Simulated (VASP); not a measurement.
# BP (F-43m) in VASP: notebook

BP is run at these levels: PBE; tasks: vibrations by perturbation theory.

All numbers are computed with VASP 6.6.1; they aren't measurements. Logs are shortened: lines on timing, memory, paths and dates and some standing lists are left out, and cuts for length are marked.

### 1 The cell of the first run

It takes space group F-43m (No. 216, cubic). The conventional cell has a = 4.518 Å, b = 4.518 Å, c = 4.518 Å, α = 90.00°, β = 90.00°, γ = 90.00°. Within 2.6 Å of B (site symmetry -43m) lie 4 P at 1.96 Å. P (site symmetry -43m) has 4 B at 1.96 Å within 2.6 Å.

### 2 Vibrations by perturbation theory, PBE (phonons at volume x 0.98)

INCAR reads:

```
SYSTEM = BP
PREC = Accurate
ENCUT = 520
EDIFF = 1E-8
ISMEAR = 0
SIGMA = 0.01
LREAL = .False.
LASPH = .True.
NELM = 80
ALGO = Normal
ISIF = 2
LWAVE = .False.
LCHARG = .False.
GGA = PE
NBANDS = 11
IBRION = 8
NSW = 1
LEPSILON = .True.
```

KPOINTS reads:

```
Automatic mesh
0
Gamma
  10 10 10
  0 0 0
```

POSCAR reads:

```
BP
1.0
    0.0000000000      2.2589271345      2.2589271345
    2.2589271345      0.0000000000      2.2589271345
    2.2589271345      2.2589271345      0.0000000000
B P
1 1
Direct
    0.0000000000      0.0000000000      0.0000000000
    0.7500000000      0.7500000000      0.7500000000
```

Potentials or basis: VASP PAW PBE potentials, release 64 (B, P).

Run with:

```
> cat potpaw_PBE.64/B/POTCAR potpaw_PBE.64/P/POTCAR > POTCAR
> mpirun -np 1 vasp_std > vasp.out
```

OUTCAR:

```text
SYSTEM = BP
   PREC = Accurate
   ENCUT = 520
   EDIFF = 1E-8
   ISMEAR = 0
   LREAL = .False.
   LASPH = .True.
   NELM = 80
   ISIF = 2
   GGA = PE
   IBRION = 8
   NSW = 1
   LEPSILON = .True.

 ion  position               nearest neighbor table
   1  0.000  0.000  0.000-   2 1.96   2 1.96   2 1.96   2 1.96
   2  0.750  0.750  0.750-   1 1.96   1 1.96   1 1.96   1 1.96

  LATTYP: Found a face centered cubic cell.
 ALAT       =     4.5178542690

  Lattice vectors:

 A1 = (   0.0000000000,   2.2589271345,   2.2589271345)
 A2 = (   2.2589271345,   0.0000000000,   2.2589271345)
 A3 = (   2.2589271345,   2.2589271345,   0.0000000000)

Analysis of symmetry for initial positions (statically):
=====================================================================
 Subroutine PRICEL returns:
 Original cell was already a primitive cell.

 Routine SETGRP: Setting up the symmetry group for a
 face centered cubic supercell.

 Subroutine GETGRP returns: Found 24 space group operations
 (whereof 24 operations were pure point group operations)
 out of a pool of 48 trial point group operations.

The static configuration has the point symmetry T_d .

Analysis of symmetry for dynamics (positions and initial velocities):
=====================================================================
 Subroutine PRICEL returns:
 Original cell was already a primitive cell.

 Routine SETGRP: Setting up the symmetry group for a
 face centered cubic supercell.

 Subroutine GETGRP returns: Found 24 space group operations
 (whereof 24 operations were pure point group operations)
 out of a pool of 48 trial point group operations.

The dynamic configuration has the point symmetry T_d .

 Subroutine INISYM returns: Found 24 space group operations
 (whereof 24 operations are pure point group operations),
 and found     1 'primitive' translations

----------------------------------------------------------------------------------------

                                     Primitive cell

  volume of cell :      23.0535

  direct lattice vectors                    reciprocal lattice vectors
     0.000000000  2.258927134  2.258927134    -0.221344014  0.221344014  0.221344014
     2.258927134  0.000000000  2.258927134     0.221344014 -0.221344014  0.221344014
     2.258927134  2.258927134  0.000000000     0.221344014  0.221344014 -0.221344014

  length of vectors
     3.194605390  3.194605390  3.194605390     0.383379079  0.383379079  0.383379079

  position of ions in fractional coordinates (direct lattice)
     0.000000000  0.000000000  0.000000000
     0.750000000  0.750000000  0.750000000

  ion indices of the primitive-cell ions
   primitive index   ion index
                 1           1
                 2           2

----------------------------------------------------------------------------------------

 KPOINTS: Automatic mesh

Automatic generation of k-mesh.
 Grid dimensions read from file:
 generate k-points for:   10   10   10

 Generating k-lattice:

  Cartesian coordinates                     Fractional coordinates (reciprocal lattice)
    -0.022134401  0.022134401  0.022134401     0.100000000  0.000000000  0.000000000
     0.022134401 -0.022134401  0.022134401     0.000000000  0.100000000  0.000000000
     0.022134401  0.022134401 -0.022134401     0.000000000  0.000000000  0.100000000

  Length of vectors
     0.038337908  0.038337908  0.038337908

  Shift w.r.t. Gamma in fractional coordinates (k-lattice)
     0.000000000  0.000000000  0.000000000

 Subroutine IBZKPT returns following result:
 ===========================================

 Found     47 irreducible k-points:

 Following reciprocal coordinates:
            Coordinates               Weight
  0.000000  0.000000  0.000000      1.000000
[... 439 lines left out ...]
  energy-cutoff  :      520.00
  volume of cell :       23.05
      direct lattice vectors                 reciprocal lattice vectors
     0.000000000  2.258927134  2.258927134    -0.221344014  0.221344014  0.221344014
     2.258927134  0.000000000  2.258927134     0.221344014 -0.221344014  0.221344014
     2.258927134  2.258927134  0.000000000     0.221344014  0.221344014 -0.221344014

 POSITION                                       TOTAL-FORCE (eV/Angst)
 -----------------------------------------------------------------------------------
      0.00000      0.00000      0.00000         0.000000      0.000000      0.000000
      3.38839      3.38839      3.38839        -0.000000     -0.000000     -0.000000
 -----------------------------------------------------------------------------------
    total drift:                               -0.000000     -0.000000     -0.000000

  FREE ENERGIE OF THE ION-ELECTRON SYSTEM (eV)
  ---------------------------------------------------
  free  energy   TOTEN  =       -12.9264346234 eV

  energy  without entropy=      -12.9264346234  energy(sigma->0) =      -12.92643462

 HEAD OF MICROSCOPIC STATIC DIELECTRIC TENSOR (INDEPENDENT PARTICLE, excluding Hartree and local field effects)
 ------------------------------------------------------
           9.609820     0.000000    -0.000000
          -0.000000     9.609820     0.000000
          -0.000000    -0.000000     9.609820
 ------------------------------------------------------

 Free energy of the ion-electron system (eV)
  ---------------------------------------------------
  ---------------------------------------------------
  free energy    TOTEN  =        -0.56294742 eV

  energy without entropy =       -0.56294742

------------------------ aborting loop because EDIFF is reached ----------------------------------------

--------------------------------------- Ionic step        2  -------------------------------------------

------------------------ aborting loop because EDIFF is reached ----------------------------------------

--------------------------------------- Ionic step        3  -------------------------------------------

------------------------ aborting loop because EDIFF is reached ----------------------------------------

 PIEZOELECTRIC TENSOR FIELD DIRECTION 3  (e Angst)
 -----------------------------------------------------------------------------
    -0.00059 -0.18932  0.00000           ( -0.00000 -0.07704  0.00000)
    -0.18932 -0.00059  0.00000           ( -0.07704 -0.00000  0.00000)
     0.00000  0.00000  0.00008           (  0.00000  0.00000 -0.00000)

 PIEZOELECTRIC TENSOR FIELD DIRECTION 3  (C/m^2)
 -----------------------------------------------------------------------------
    -0.00041 -0.13158  0.00000
    -0.13158 -0.00041  0.00000
     0.00000  0.00000  0.00006

--------------------------------------- Ionic step        4  -------------------------------------------

------------------------ aborting loop because EDIFF is reached ----------------------------------------

[... ionic steps 5 to 6 ...]

--------------------------------------- Ionic step        7  -------------------------------------------

 Free energy of the ion-electron system (eV)
  ---------------------------------------------------
  ---------------------------------------------------
  free energy    TOTEN  =        -0.04095762 eV

  energy without entropy =       -0.04095762

------------------------ aborting loop because EDIFF is reached ----------------------------------------

 INTERNAL STRAIN TENSOR  FOR ION    2  DIRECTION 1   (eV/Angst):
 -----------------------------------------------------------------------------
    -0.00854  0.00000  0.00000
     0.00000  0.00712  7.34849
     0.00000  7.34849  0.00712

 MACROSCOPIC STATIC DIELECTRIC TENSOR (including local field effects in DFT)
 ------------------------------------------------------
           9.266199     0.000000    -0.000000
          -0.000000     9.266199     0.000000
          -0.000000     0.000000     9.266199
 ------------------------------------------------------

 PIEZOELECTRIC TENSOR (including local field effects)  for field in x, y, z        (e  Angst)
          XX          YY          ZZ          XY          YZ          ZX
  --------------------------------------------------------------------------------
  x     0.00000    -0.00000     0.00000     0.00000    -0.18521     0.00000
  y    -0.00000     0.00000    -0.00000     0.00000     0.00000    -0.18521
  z     0.00000    -0.00000     0.00000    -0.18521     0.00000     0.00000

 PIEZOELECTRIC TENSOR (including local field effects)  for field in x, y, z        (C/m^2)
          XX          YY          ZZ          XY          YZ          ZX
  --------------------------------------------------------------------------------
  x     0.00000    -0.00000     0.00000     0.00000    -0.12871     0.00000
  y    -0.00000     0.00000    -0.00000     0.00000     0.00000    -0.12871
  z     0.00000    -0.00000     0.00000    -0.12871     0.00000     0.00000

 BORN EFFECTIVE CHARGES (including local field effects) (in |e|, cummulative output)
 ---------------------------------------------------------------------------------
 ion    1
    1    -0.53777     0.00000     0.00000
    2     0.00000    -0.53777     0.00000
    3     0.00000    -0.00000    -0.53777
 ion    2
    1     0.53777     0.00000    -0.00000
    2    -0.00000     0.53777    -0.00000
    3    -0.00000     0.00000     0.53777

 INTERNAL STRAIN TENSOR FOR ION    2 for displacements in x,y,z  (eV/Angst):
          X           Y           Z          XY          YZ          ZX
  --------------------------------------------------------------------------------
  x    -0.00000     0.00000     0.00000     0.00000     7.34849     0.00000
  y     0.00000    -0.00000     0.00000     0.00000     0.00000     7.34849
  z     0.00000     0.00000    -0.00000     7.34849     0.00000     0.00000

 SECOND DERIVATIVES (NOT SYMMETRIZED)
 ------------------------------------
               1X          1Y          1Z          2X          2Y          2Z
  1X   -19.564449    0.000000    0.000000   19.564449    0.000000    0.000000
  1Y     0.000000  -19.564449    0.000000    0.000000   19.564449    0.000000
  1Z     0.000000    0.000000  -19.564449    0.000000    0.000000   19.564449
  2X    19.563334    0.000000    0.000000  -19.563334    0.000000    0.000000
  2Y     0.000000   19.563334    0.000000    0.000000  -19.563334    0.000000
  2Z     0.000000    0.000000   19.563334    0.000000    0.000000  -19.563334

 Eigenvectors and eigenvalues of the dynamical matrix
 ----------------------------------------------------

   1 f  =   24.426428 THz   153.475772 2PiTHz  814.777926 cm-1   101.019542 meV
             X         Y         Z           dx          dy          dz
      0.000000  0.000000  0.000000     0.000000   -0.860977    0.000000
      3.388391  3.388391  3.388391     0.000000    0.508644    0.000000
[... 21 lines left out ...]
   6 f/i=    0.000305 THz     0.001916 2PiTHz    0.010171 cm-1     0.001261 meV
             X         Y         Z           dx          dy          dz
      0.000000  0.000000  0.000000     0.505780   -0.001802    0.053869
      3.388391  3.388391  3.388391     0.856130   -0.003050    0.091184

--------------------------------------------------------------------------------------------------------

 MACROSCOPIC STATIC DIELECTRIC TENSOR IONIC CONTRIBUTION
 ------------------------------------------------------
           0.116029    -0.000000    -0.000000
          -0.000000     0.116029    -0.000000
          -0.000000    -0.000000     0.116029
 ------------------------------------------------------

 ELASTIC MODULI CONTR FROM IONIC RELAXATION (kBar)
 Direction    XX          YY          ZZ          XY          YZ          ZX
 --------------------------------------------------------------------------------
 XX          -0.0000      0.0000      0.0000     -0.0000      0.0000     -0.0000
 YY           0.0000     -0.0000      0.0000      0.0000     -0.0000      0.0000
 ZZ           0.0000      0.0000     -0.0000      0.0000     -0.0000     -0.0000
 XY          -0.0000      0.0000      0.0000   -203.6583      0.0000     -0.0000
 YZ           0.0000     -0.0000     -0.0000      0.0000   -203.6583     -0.0000
 ZX          -0.0000      0.0000     -0.0000     -0.0000     -0.0000   -203.6583
 --------------------------------------------------------------------------------

 PIEZOELECTRIC TENSOR IONIC CONTR  for field in x, y, z        (C/m^2)
          XX          YY          ZZ          XY          YZ          ZX
  --------------------------------------------------------------------------------
  x    -0.00000     0.00000     0.00000    -0.00000     0.14465    -0.00000
  y     0.00000    -0.00000     0.00000     0.00000    -0.00000     0.14465
  z     0.00000    -0.00000    -0.00000     0.14465    -0.00000    -0.00000
```

Wall time 74 s (1 thread of Intel Xeon 6975P-C (Granite Rapids), shared host); peak memory 0.22 GiB.

Results:

```yaml
Electronic_dielectric_tensor_diagonal: 9.27
Born_charges_mean_of_the_diagonal: B -0.54; P +0.54 e
Highest_phonon_frequency_at_Γ_LO-TO_splitting_left_out: 815 cm⁻¹
```

Phonon frequencies in cm⁻¹ (negative: imaginary):
```csv
q point,frequencies
"(0.000, 0.000, 0.000)",0 0 0 815 815 815
```

Electronic dielectric tensor:
```
9.27 0.00 0.00
0.00 9.27 0.00
0.00 0.00 9.27
```

Born effective charge tensors (e):
atom 1, B
```
-0.54  0.00  0.00
 0.00 -0.54  0.00
 0.00  0.00 -0.54
```
atom 2, P
```
0.54 0.00 0.00
0.00 0.54 0.00
0.00 0.00 0.54
```

Caveat: the cell differs from its parent crystal (phonons at volume x 0.98); the cell wasn't relaxed at this level first, which shifts response properties.

[end of part 1 of 3]
